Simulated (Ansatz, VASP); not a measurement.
## Os: VASP beside Ansatz

```xyz
2
Lattice="0.0000 2.4058 2.4058 2.4058 0.0000 2.4058 2.4058 2.4058 0.0000" Properties=species:S:1:pos:R:3 pbc="T T T"
Os   -0.6014   -0.6014   -0.6014
Os    0.6014    0.6014    0.6014
```

Change from the starting cell: volume scaled by 0.68, LAPW.

Alike in both runs: task single point; functional LDA; k mesh 13 × 13 × 13; occupations fermi-dirac, width 0.05 eV; no spin polarisation.

```csv
,VASP,Ansatz
version,VASP 6.6.1,Ansatz 0.2.0
potentials or method,"VASP PAW LDA potentials, release 64 (Os), cutoff 520 eV","all-electron LAPW, scalar-relativistic"
```

|  | VASP | Ansatz | Ansatz less VASP |
| --- | --- | --- | --- |
| pressure (GPa) | 193.8 | 209.4 | +15.63 |

LDA's correlation is that of Perdew and Zunger in VASP and of Perdew and Wang (1992) in Ansatz. Both programs put the cell under a high pressure, so it lies far from rest at this level. Ansatz ran all-electron here, and VASP with PAW potentials.

Neither program's run includes spin-orbit coupling. Noted on VASP's run: the cell as given lies far from equilibrium.
